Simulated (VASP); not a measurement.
# Cd (Fm-3m) in VASP: further runs

The runs below take Cd through single point, relaxation of cell and atoms, with LDA.

Program: VASP 6.6.1. These are calculated values, not measurements. Logs are shortened: lines on timing, memory, paths and dates and some standing lists are left out, and cuts for length are marked.

### 1 The cell of the first run

The structure is cubic, space group Fm-3m (No. 225). The conventional cell has a = 4.306 Å, b = 4.306 Å, c = 4.306 Å, α = 90.00°, β = 90.00°, γ = 90.00°. Within 4.0 Å of Cd (site symmetry m-3m) lie 12 Cd at 3.05 Å.

### 2 Single point, LDA

INCAR reads:

```
SYSTEM = Cd
PREC     = Accurate       ! precision mode
ENCUT    = 520            ! plane-wave cutoff, eV
EDIFF    = 1E-6           ! SCF threshold, eV
ISMEAR   = -1             ! smearing method
SIGMA    = 0.08           ! smearing width, eV
LREAL    = .FALSE.        ! projectors in reciprocal space
LASPH    = .TRUE.         ! aspherical terms in the spheres
NELM     = 100            ! most SCF steps
ALGO     = Normal         ! electronic algorithm
ISIF     = 2              ! what is computed and relaxed
LWAVE    = .FALSE.        ! write WAVECAR
LCHARG   = .FALSE.        ! write CHGCAR
GGA      = CA             ! functional
NBANDS   = 12             ! bands
```

KPOINTS reads:

```
regular mesh
0
G
  16 16 16
  0 0 0
```

POSCAR reads:

```
Cd
1.0
    0.0000000000      2.1531994228      2.1531994228
    2.1531994228      0.0000000000      2.1531994228
    2.1531994228      2.1531994228      0.0000000000
Cd
1
Direct
    0.0000000000      0.0000000000      0.0000000000
```

Potentials or basis: VASP PAW LDA potentials, release 64 (Cd).

On the command line:

```bash
> cat potpaw_LDA.64/Cd/POTCAR > POTCAR
> mpirun -np 1 vasp_std > vasp.out
```

OUTCAR:

```text
SYSTEM = Cd
   PREC = Accurate
   ENCUT = 520
   EDIFF = 1E-6
   ISMEAR = -1
   LREAL = .FALSE.
   LASPH = .TRUE.
   NELM = 100
   ISIF = 2
   GGA = CA

 ion  position               nearest neighbor table
   1  0.000  0.000  0.000-

  LATTYP: Found a face centered cubic cell.
 ALAT       =     4.3063988456

  Lattice vectors:

 A1 = (   0.0000000000,   2.1531994228,   2.1531994228)
 A2 = (   2.1531994228,   0.0000000000,   2.1531994228)
 A3 = (   2.1531994228,   2.1531994228,   0.0000000000)

Analysis of symmetry for initial positions (statically):
=====================================================================
 Subroutine PRICEL returns:
 Original cell was already a primitive cell.

 Routine SETGRP: Setting up the symmetry group for a
 face centered cubic supercell.

 Subroutine GETGRP returns: Found 48 space group operations
 (whereof 48 operations were pure point group operations)
 out of a pool of 48 trial point group operations.

The static configuration has the point symmetry O_h .

Analysis of symmetry for dynamics (positions and initial velocities):
=====================================================================
 Subroutine PRICEL returns:
 Original cell was already a primitive cell.

 Routine SETGRP: Setting up the symmetry group for a
 face centered cubic supercell.

 Subroutine GETGRP returns: Found 48 space group operations
 (whereof 48 operations were pure point group operations)
 out of a pool of 48 trial point group operations.

The dynamic configuration has the point symmetry O_h .

 Subroutine INISYM returns: Found 48 space group operations
 (whereof 48 operations are pure point group operations),
 and found     1 'primitive' translations

----------------------------------------------------------------------------------------

                                     Primitive cell

  volume of cell :      19.9656

  direct lattice vectors                    reciprocal lattice vectors
     0.000000000  2.153199423  2.153199423    -0.232212583  0.232212583  0.232212583
     2.153199423  0.000000000  2.153199423     0.232212583 -0.232212583  0.232212583
     2.153199423  2.153199423  0.000000000     0.232212583  0.232212583 -0.232212583

  length of vectors
     3.045083826  3.045083826  3.045083826     0.402203992  0.402203992  0.402203992

  position of ions in fractional coordinates (direct lattice)
     0.000000000  0.000000000  0.000000000

  ion indices of the primitive-cell ions
   primitive index   ion index
                 1           1

----------------------------------------------------------------------------------------

 KPOINTS: regular mesh

Automatic generation of k-mesh.
 Grid dimensions read from file:
 generate k-points for:   16   16   16

 Generating k-lattice:

  Cartesian coordinates                     Fractional coordinates (reciprocal lattice)
    -0.014513286  0.014513286  0.014513286     0.062500000  0.000000000  0.000000000
     0.014513286 -0.014513286  0.014513286     0.000000000  0.062500000  0.000000000
     0.014513286  0.014513286 -0.014513286     0.000000000  0.000000000  0.062500000

  Length of vectors
     0.025137750  0.025137750  0.025137750

  Shift w.r.t. Gamma in fractional coordinates (k-lattice)
     0.000000000  0.000000000  0.000000000

 Subroutine IBZKPT returns following result:
 ===========================================

 Found    145 irreducible k-points:

 Following reciprocal coordinates:
            Coordinates               Weight
  0.000000  0.000000  0.000000      1.000000
  0.062500  0.000000  0.000000      8.000000
  0.125000  0.000000  0.000000      8.000000
  0.187500  0.000000  0.000000      8.000000
  0.250000  0.000000  0.000000      8.000000
  0.312500  0.000000  0.000000      8.000000
[... 16 lines left out ...]
 -0.125000  0.062500  0.000000     24.000000
 -0.062500  0.062500  0.000000     12.000000
 [... further k-points ...]
   k-points           NKPTS =    145   k-points in BZ     NKDIM =    145   number of bands    NBANDS=     12
   number of dos      NEDOS =    301   number of ions     NIONS =      1
   total plane-waves  NPLWV =  13824
   dimension x,y,z NGX =    24 NGY =   24 NGZ =   24
   dimension x,y,z NGXF=    48 NGYF=   48 NGZF=   48
   ions per type =               1
   NGX,Y,Z   is equivalent  to a cutoff of  13.10, 13.10, 13.10 a.u.
   NGXF,Y,Z  is equivalent  to a cutoff of  26.21, 26.21, 26.21 a.u.
 SYSTEM =  Cd
   PREC   = accura    normal or accurate (medium, high low for compatibility)
   ISTART =      0    job   : 0-new  1-cont  2-samecut
   ICHARG =      2    charge: 1-file 2-atom 10-const
   ISPIN  =      1    spin polarized calculation?
   LNONCOLLINEAR =      F non collinear calculations
   LSORBIT =      F    spin-orbit coupling
   LASPH  =      T    aspherical Exc in radial PAW
   ENCUT  =  520.0 eV  38.22 Ry    6.18 a.u.   5.66  5.66  5.66*2*pi/ulx,y,z
   NELM   =    100;   NELMIN=  2; NELMDL= -5     # of ELM steps
   EDIFF  = 0.1E-05   stopping-criterion for ELM
   LREAL  =      F    real-space projection
   EDIFFG = 0.1E-04   stopping-criterion for IOM
   NSW    =      0    number of steps for IOM
   IBRION =     -1    ionic relax: 0-MD 1-quasi-New 2-CG
   NFREE  =      0    steps in history (QN), initial steepest desc. (CG)
   ISIF   =      2    stress and relaxation
   ISYM   =      2    0-nonsym 1-usesym 2-fastsym
   POTIM  = 0.5000    time-step for ionic-motion
   TEBEG  =    0.0;   TEEND  =   0.0 temperature during run
   PSTRESS=    0.0 pullay stress
   NELECT =      12.0000    total number of electrons
   NUPDOWN=      -1.0000    fix difference up-down
   EMIN   =  10.00;   EMAX   =-10.00  energy-range for DOS
   EFERMI =   0.00;   METHOD = LEGACY
   ISMEAR =    -1;   SIGMA  =   0.08  broadening in eV -4-tet -1-fermi 0-gaus
   EFERMI_NEDOS =   21; number of points for ismear=-14 and -15
   IALGO  =     38    algorithm
   IMIX   =      4    mixing-type and parameters
     AMIX     =   0.40;   BMIX     =  1.00
     AMIX_MAG =   1.60;   BMIX_MAG =  1.00
  volume/ion in A,a.u.               =      19.97       134.73
  Fermi-wavevector in a.u.,A,eV,Ry     =   1.381575  2.610797 25.970097  1.908748
  Thomas-Fermi vector in A             =   2.506346
   LORBIT       =      0    0 simple, 1 ext, 2 COOP (PROOUT), +10 PAW based schemes
   GGA     = CA    functional components
   LHFCALC =     F    Hartree Fock is set to
   AEXX    =    0.0000 exact exchange contribution
   IVDW    =     0    specifies the selected vdW correction
   LEPSILON=     F    determine dielectric tensor
   LRPA    =     F    only Hartree local field effects (RPA)
 non-spin polarized calculation
  energy-cutoff  :      520.00
  volume of cell :       19.97
 maximum number of plane-waves:       548
   NGX = 11   NGY = 11   NGZ = 11

 number of electron      11.9999994 magnetization

 Free energy of the ion-electron system (eV)
  ---------------------------------------------------
  ext. energy  EPLUGINS =         0.00000000
  ---------------------------------------------------
  free energy    TOTEN  =        -1.50310940 eV

  energy without entropy =       -1.49342104  energy(sigma->0) =       -1.49826522

 E-fermi :   3.2895     XC(G=0): -11.8047

 val. band max:        3.2368604390   @ k =  -0.3750   0.2500   0.0625
 cond. band min:       3.3127836527   @ k =  -0.3750   0.3125   0.0625
 fundamental gap:      0.0759232137
 Fermi energy:         3.2894692989

 k-point     1 :       0.0000    0.0000    0.0000
  band No.  band energies     occupation
      1      -6.2359      2.00000
      2      -6.0670      2.00000
      3      -6.0670      2.00000
      4      -6.0670      2.00000
      5      -5.5076      2.00000
      6      -5.5076      2.00000
      7      17.5627      0.00000
      8      19.0293      0.00000
      9      19.0293      0.00000
     10      19.0293      0.00000
     11      22.6867      0.00000
     12      22.6867      0.00000

 k-point     2 :       0.0625    0.0000    0.0000
  band No.  band energies     occupation
      1      -6.1545      2.00000
      2      -6.0525      2.00000
      3      -6.0470      2.00000
      4      -6.0470      2.00000
      5      -5.5128      2.00000
      6      -5.5128      2.00000
      7      17.0861      0.00000
      8      18.1103      0.00000
      9      18.8784      0.00000
     10      18.8784      0.00000
     11      22.9439      0.00000
     12      22.9461      0.00000

 k-point     3 :       0.1250    0.0000    0.0000
  band No.  band energies     occupation
      1      -6.1874      2.00000
      2      -5.9975      2.00000
      3      -5.9975      2.00000
      4      -5.7282      2.00000
      5      -5.5193      2.00000
      6      -5.5193      2.00000
      7      14.8922      0.00000
      8      17.9184      0.00000
      9      18.5178      0.00000
     10      18.5178      0.00000
     11      22.7443      0.00000
     12      23.5024      0.00000
[... 286 lines left out ...]
 k-point    23 :      -0.1250    0.0625    0.0000
  band No.  band energies     occupation
      1      -6.1836      2.00000
      2      -6.0040      2.00000
      3      -5.9639      2.00000
      4      -5.6085      2.00000
      5      -5.5739      2.00000
      6      -5.3209      2.00000
      7      14.1429      0.00000
      8      16.0431      0.00000
      9      18.7192      0.00000
     10      19.6250      0.00000
     11      21.6885      0.00000
     12      22.9938      0.00000

 k-point    24 :      -0.0625    0.0625    0.0000
  band No.  band energies     occupation
      1      -6.1026      2.00000
      2      -6.0788      2.00000
      3      -6.0206      2.00000
      4      -5.8854      2.00000
      5      -5.5449      2.00000
      6      -5.4848      2.00000
      7      16.4322      0.00000
      8      16.7444      0.00000
      9      18.5442      0.00000
     10      19.4470      0.00000
     11      22.4306      0.00000
     12      22.7797      0.00000

 [... further k-points ...]
[... 5 lines left out ...]
  --------------------------------------------------------------------------------------
  -------------------------------------------------------------------------------------
  Total        0.0755722      0.0755722      0.0755722      0.0000000     -0.0000000      0.0000000
  in kB        6.0644313      6.0644313      6.0644313      0.0000000     -0.0000000      0.0000000
  external PRESSURE =       6.0644313 kB  Pullay stress =       0.0000000 kB

 VOLUME and BASIS-vectors are now :
 -----------------------------------------------------------------------------
  energy-cutoff  :      520.00
  volume of cell :       19.97
      direct lattice vectors                 reciprocal lattice vectors
     0.000000000  2.153199423  2.153199423    -0.232212583  0.232212583  0.232212583
     2.153199423  0.000000000  2.153199423     0.232212583 -0.232212583  0.232212583
     2.153199423  2.153199423  0.000000000     0.232212583  0.232212583 -0.232212583

 POSITION                                       TOTAL-FORCE (eV/Angst)
 -----------------------------------------------------------------------------------
      0.00000      0.00000      0.00000         0.000000      0.000000      0.000000
 -----------------------------------------------------------------------------------
    total drift:                                0.000000     -0.000000     -0.000000

  FREE ENERGIE OF THE ION-ELECTRON SYSTEM (eV)
  ---------------------------------------------------
  free  energy   TOTEN  =        -1.5031094004 eV

  energy  without entropy=       -1.4934210399  energy(sigma->0) =       -1.49826522
```

Wall time 14 s (1 thread of Intel Xeon 6975P-C, shared host); peak memory 0.15 GiB.

Results:

```
Free energy            : -1.5031 eV
Pressure               : 0.6 GPa
Band gap on the k mesh : zero (band 6 reaches 5.40 eV, above the bottom of band 7 at 2.07 eV)
```

Levels at points of the mesh, in eV from the Fermi level:
| k point | band 4 | band 5 | band 6 | band 7 | band 8 | band 9 |
| --- | --- | --- | --- | --- | --- | --- |
| (0.00, 0.00, 0.00) | -9.36 | -8.80 | -8.80 | 14.27 | 15.74 | 15.74 |
| (0.50, 0.00, 0.00) | -8.34 | -8.34 | -2.70 | -1.22 | 13.23 | 13.23 |
| (0.50, 0.50, 0.00) | -8.23 | -8.23 | -1.08 | 1.68 | 7.02 | 7.02 |

### 3 Relaxation of cell and atoms, LDA, target pressure 7.5 GPa, at which the enthalpy is minimised

This run uses another cell than the first one, of 18.31 Å³/atom, 0.917 times its volume.

INCAR reads:

```
SYSTEM = Cd
PREC = Accurate
ENCUT = 600
EDIFF = 1E-7
ISMEAR = -1
SIGMA = 0.08
LREAL = .False.
LASPH = .True.
NELM = 100
ALGO = Normal
ISIF = 3
LWAVE = .False.
LCHARG = .False.
GGA = CA
IBRION = 2
NSW = 60
EDIFFG = -0.005
PSTRESS = 75.0
```

KPOINTS reads:

```
Automatic mesh
0
Gamma
  16 16 16
  0 0 0
```

POSCAR reads:

```
Cd
1.0
    0.0000000000      2.0918989404      2.0918989404
    2.0918989404      0.0000000000      2.0918989404
    2.0918989404      2.0918989404      0.0000000000
Cd
1
Direct
    0.0000000000      0.0000000000      0.0000000000
```

Potentials or basis: VASP PAW LDA potentials, release 64 (Cd).

On the command line:

```bash
> cat potpaw_LDA.64/Cd/POTCAR > POTCAR
> mpirun -np 1 vasp_std > vasp.out
```

It used 28 s of CPU time on 1 thread of Intel Xeon 6975P-C (shared host).

Results (log left out):

* Free energy: -1.4665 eV
* Relaxed volume: 18.45 Å³/atom
* Relaxed cell: a = 2.966 Å, b = 2.966 Å, c = 2.966 Å, α = 60.00°, β = 60.00°, γ = 60.00°
* Space group after relaxing (to 0.05 Å): Fm-3m (No. 225)
* Energy change on relaxing (the enthalpy is what falls): -6.8 meV/atom
* Ionic steps: 3
* Pressure after relaxing: 7.5 GPa
* Band gap on the k mesh: zero (band 6 reaches 6.15 eV, above the bottom of band 7 at 2.92 eV)

The path:
```
step  energy change (eV)  largest force (eV/Å)  pressure (GPa)  volume (Å³)
   1              0.0000                0.0000            8.33        18.31
   2             -0.0119                0.0000            6.84        18.56
   3             -0.0068                0.0000            7.50        18.45
```

Final structure:
```xyz
1
Lattice="0.0000 2.0971 2.0971 2.0971 0.0000 2.0971 2.0971 2.0971 0.0000" Properties=species:S:1:pos:R:3 pbc="T T T"
Cd    0.0000    0.0000    0.0000
```

Levels at points of the mesh, in eV from the Fermi level:
```tsv
k point	band 3	band 4	band 5	band 6	band 7	band 8	band 9	band 10
(0.00, 0.00, 0.00)	-9.68	-9.68	-9.02	-9.02	14.48	16.49	16.49	16.49
(0.50, 0.00, 0.00)	-9.68	-8.49	-8.49	-3.10	-1.09	13.55	13.96	13.96
(0.50, 0.50, 0.00)	-8.51	-8.35	-8.35	-1.35	1.99	7.26	7.26	12.38
```

Caveat: the cell is relaxed towards a set pressure, so the enthalpy falls and the energy may rise.

### 4 Relaxation of cell and atoms, LDA, target pressure 7.5 GPa, at which the enthalpy is minimised

This run uses another cell than the first one, of 18.31 Å³/atom, 0.917 times its volume.

INCAR reads:

```
SYSTEM = Cd
PREC = Accurate ; ENCUT = 600
EDIFF = 1E-6 ; ISMEAR = -1
SIGMA = 0.08 ; LREAL = .False.
LASPH = .True. ; NELM = 80
ALGO = Normal ; ISIF = 3
LWAVE = .False. ; LCHARG = .False.
IBRION = 2 ; NSW = 32
EDIFFG = -0.005 ; PSTRESS = 75.0
```

KPOINTS reads:

```
regular mesh
0
Gamma
  16 16 16
  0 0 0
```

POSCAR is that of step 3.

On the command line:

```bash
> cat potpaw_LDA.64/Cd/POTCAR > POTCAR
> mpirun -np 1 vasp_std > vasp.out
```

Wall time 30 s (1 thread of Intel Xeon 6975P-C, shared host); peak memory 0.16 GiB.

The run converged. Its results:

```yaml
Free_energy: -1.4664 eV
Relaxed_volume: 18.45 Å³/atom
Relaxed_cell: a = 2.966 Å, b = 2.966 Å, c = 2.966 Å, α = 60.00°, β = 60.00°, γ = 60.00°
Space_group_after_relaxing_to_0.05_Å: Fm-3m (No. 225)
Energy_change_on_relaxing_the_enthalpy_is_what_falls: -6.8 meV/atom
Ionic_steps: 3
Pressure_after_relaxing: 7.5 GPa
Band_gap_on_the_k_mesh: zero (band 6 reaches 6.15 eV, above the bottom of band 7 at 2.92 eV)
```

The path:
| step | energy change (eV) | largest force (eV/Å) | pressure (GPa) | volume (Å³) |
| --- | --- | --- | --- | --- |
| 1 | 0.0000 | 0.0000 | 8.33 | 18.31 |
| 2 | -0.0119 | 0.0000 | 6.87 | 18.56 |
| 3 | -0.0068 | 0.0000 | 7.53 | 18.45 |

Final structure:
```
Cd
1.0
     0.00000    2.09709    2.09709
     2.09709    0.00000    2.09709
     2.09709    2.09709    0.00000
Cd
1
Direct
  0.00000 0.00000 0.00000
```

Levels at points of the mesh, in eV from the Fermi level:
```tsv
k point	band 2	band 3	band 4	band 5	band 6	band 7	band 8	band 9	band 10
(0.00, 0.00, 0.00)	-9.68	-9.68	-9.68	-9.02	-9.02	14.48	16.49	16.49	16.49
(0.50, 0.00, 0.00)	-9.68	-9.68	-8.49	-8.49	-3.10	-1.09	13.55	13.96	13.96
(0.50, 0.50, 0.00)	-10.56	-8.51	-8.35	-8.35	-1.35	1.99	7.26	7.26	12.38
```

Caveat: the cell is relaxed towards a set pressure, so the enthalpy falls and the energy may rise.
